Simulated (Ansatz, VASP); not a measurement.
**Two plane-wave programs on Hf3F2**

File INCAR:

```
  PREC = Accurate
  ENCUT = 520
  EDIFF = 1E-6
  ISMEAR = 0
  SIGMA = 0.1
  LREAL = False
  LASPH = True
  NELM = 60
  ALGO = Normal
  ISIF = 2
  LWAVE = False
  LCHARG = False
  GGA = PE
  NBANDS = 30
```

KPOINTS

```
regular mesh
0
Gamma
  4 4 4
```

Contents of POSCAR:

```
Hf3F2
1.0
    4.2846462100      0.0000000000      0.0000000000
    0.0000000000      4.2846462100      0.0000000000
    0.0000000000      0.0000000000      4.2846462100
Hf F
3 2
Direct
    0.5000000000      0.0000000000      0.0000000000
    0.0000000000      0.5000000000      0.0000000000
    0.0000000000      0.0000000000      0.5000000000
    0.0000000000      0.0000000000      0.0000000000
    0.5000000000      0.5000000000      0.5000000000
```

Input for Ansatz:

```yaml
crystal:
  lattice:
    - [4.28464621, 0.0, 0.0]
    - [0.0, 4.28464621, 0.0]
    - [0.0, 0.0, 4.28464621]
  atoms:
    - { symbol: Hf, position: [0.5, 0.0, 0.0] }
    - { symbol: Hf, position: [0.0, 0.5, 0.0] }
    - { symbol: Hf, position: [0.0, 0.0, 0.5] }
    - { symbol: F, position: [0.0, 0.0, 0.0] }
    - { symbol: F, position: [0.5, 0.5, 0.5] }
basis:
  ecutwfc: 420
kpoints:
  mp_grid: { grid: [4, 4, 4] }
hamiltonian:
  xc: pbe
scf:
  occupations: { method: gaussian, width: 0.1 }
  lower_state_search: "off"
output:
  forces: true
  stress: true
  eigenvalues: true
```

Alike in both runs: task single point; functional PBE; k mesh 4 × 4 × 4; occupations gaussian, width 0.1 eV; no spin polarisation.

|  | VASP | Ansatz |
| --- | --- | --- |
| version | VASP 6.6.1 | Ansatz 0.2.0 |
| potentials or method | VASP PAW PBE potentials, release 64 (Hf_pv, F), cutoff 520 eV | scalar-relativistic, plane waves, PAW |
| valence electrons in the cell | 44 | 92 |

|  | VASP | Ansatz | Ansatz less VASP |
| --- | --- | --- | --- |
| gap on the k mesh at the Fermi level (eV) | none | none | - |
| pressure (GPa) | 17.6 | 19.1 | +1.53 |

A gap of «none» marks a metal or a gap that the smearing closes. VASP's potentials hold 44 valence electrons a cell and Ansatz's 92, so a difference there can come from the potentials and not from the codes.

The k mesh is coarse, so the values compare programs but aren't converged. Neither program's run includes spin-orbit coupling.
